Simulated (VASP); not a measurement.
# AlN: single point with r2SCAN

**Experimental background.**

“Structural and optical properties of self-assembled AlN nanowires grown on SiO2/Si substrates by molecular beam epitaxy”, 2024, arxiv:2402.00216 quotes, for a bulk crystal of AlN at 0 K: band gap 6.0343 eV (an exciton energy, a little under the gap).

The system is AlN.

```
CELL_PARAMETERS angstrom
3.10650 0.00000 0.00000
-1.55325 2.69031 0.00000
0.00000 0.00000 4.97929
ATOMIC_POSITIONS crystal
Al 0.33333 0.66667 0.99922
Al 0.66667 0.33333 0.49922
N 0.33333 0.66667 0.38078
N 0.66667 0.33333 0.88078
```

```yaml
Program: VASP 6.6.1
Task: single point
Functional: r2SCAN
Potentials_or_basis: VASP PAW PBE potentials, release 64 (Al, N)
Cutoff: 520 eV
k_mesh: 8 × 8 × 4
Occupations: gaussian, width 0.05 eV
Spin: no spin polarisation
Dipole_correction: no
Further_INCAR_settings: ALGO = Normal; EDIFF = 1e-07; NBANDS = 16
```

```
Pressure               : -0.4 GPa
Largest force          : 0.003 eV/Å
Band gap on the k mesh : 4.92 eV
```

Forces in eV/Å, atoms in the order of the input:
```
Al   0.000  0.000 -0.003
Al   0.000  0.000 -0.003
N    0.000  0.000  0.003
N    0.000  0.000  0.003
```

Levels at points of the mesh, in eV from the valence-band top:
| k point | band 5 | band 6 | band 7 | band 8 | band 9 | band 10 | band 11 | band 12 |
| --- | --- | --- | --- | --- | --- | --- | --- | --- |
| (0.00, 0.00, 0.00) | -0.88 | -0.22 | -0.22 | 0.00 | 4.92 | 7.54 | 11.62 | 12.05 |
| (0.50, 0.00, 0.00) | -3.39 | -2.13 | -1.77 | -0.71 | 6.45 | 6.57 | 9.05 | 11.26 |
| (0.00, 0.00, 0.50) | -0.56 | -0.56 | -0.56 | -0.56 | 7.26 | 7.26 | 11.32 | 11.32 |
| (0.50, 0.00, 0.50) | -1.50 | -1.50 | -1.39 | -1.39 | 6.00 | 6.00 | 10.15 | 10.15 |

It took 110 s on 1 thread of Intel Xeon 8259CL (shared host), peak memory 0.17 GiB.

Measured gap of AlN: 6.0343 eV (an exciton energy, a little under the gap; 0 K; quoted in “Structural and optical properties of self-assembled AlN nanowires grown on SiO2/Si substrates by molecular beam epitaxy”, 2024, arxiv:2402.00216). This calculation gives 4.92 eV (-1.11 eV). 2 values of this kind are on record (6.034 to 6.0343 eV); this one was drawn at random. The value is that of r2SCAN, without temperature or zero-point motion.

Caveat: the PAW data sets were made with another functional, which shifts forces and pressure a little.
